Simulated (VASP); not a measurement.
A run of VASP 6.6.1 is set up as follows.

The input INCAR:

```
SYSTEM = SnSe
PREC = Accurate
ENCUT = 520
EDIFF = 1E-6
ISMEAR = -1
SIGMA = 0.03
LREAL = .False.
LASPH = .True.
NELM = 100
ALGO = Normal
ISIF = 2
LWAVE = .False.
LCHARG = .False.
GGA = PS
NBANDS = 28
```

The input KPOINTS:

```
Automatic mesh
0
Gamma
  6 6 4
  0 0 0
```

The input POSCAR:

```
SnSe
1.0
    5.0146121399      0.0000000000      0.0000000000
   -2.5073060700      4.3427815032      0.0000000000
    0.0000000000      0.0000000000      6.0394983717
Sn Se
2 2
Direct
    0.3333333333      0.6666666667     -0.0505133856
    0.6666666667      0.3333333333      0.4494866144
    0.3333333333      0.6666666667      0.4255133856
    0.6666666667      0.3333333333      0.9255133856
```

Potentials or basis: VASP PAW PBE potentials, release 64 (Sn_d, Se).

Run with:

```console
$ cat potpaw_PBE.64/Sn_d/POTCAR potpaw_PBE.64/Se/POTCAR > POTCAR
$ mpirun -np 1 vasp_std > vasp.out
```

(1) Predict the band gap on the k mesh.

(2) What does it give for the pressure?

Answers

(1) 0.44 eV, direct.

(2) 0.0 GPa.

Caveat: the PAW data sets were made with another functional, which shifts forces and pressure a little; spin-orbit coupling is left out, which moves the levels of the heavy elements.
